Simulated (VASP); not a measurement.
Here is a VASP 6.6.1 calculation.

Contents of INCAR:

```
SYSTEM = Cu
ALGO = Normal ; EDIFF = 1E-6
ENCUT = 520 ; GGA = PE
ISIF = 2 ; ISMEAR = -1
LASPH = .TRUE. ; LCHARG = .FALSE.
LREAL = .FALSE. ; LWAVE = .FALSE.
NBANDS = 12 ; NELM = 100
PREC = Accurate ; SIGMA = 0.13605693000000002
```

Contents of KPOINTS:

```
k-points
0
G
  15 15 15
  0 0 0
```

POSCAR

```
Cu
1.0
    0.0000000000      1.8172720069      1.8172720069
    1.8172720069      0.0000000000      1.8172720069
    1.8172720069      1.8172720069      0.0000000000
Cu
1
Direct
    0.0000000000      0.0000000000      0.0000000000
```

Potentials or basis: VASP PAW PBE potentials, release 64 (Cu).

Run with:

```bash
$ cat potpaw_PBE.64/Cu/POTCAR > POTCAR
$ mpirun -np 1 vasp_std > vasp.out
```

(1) Predict the pressure.

Answers

(1) 0.0 GPa.
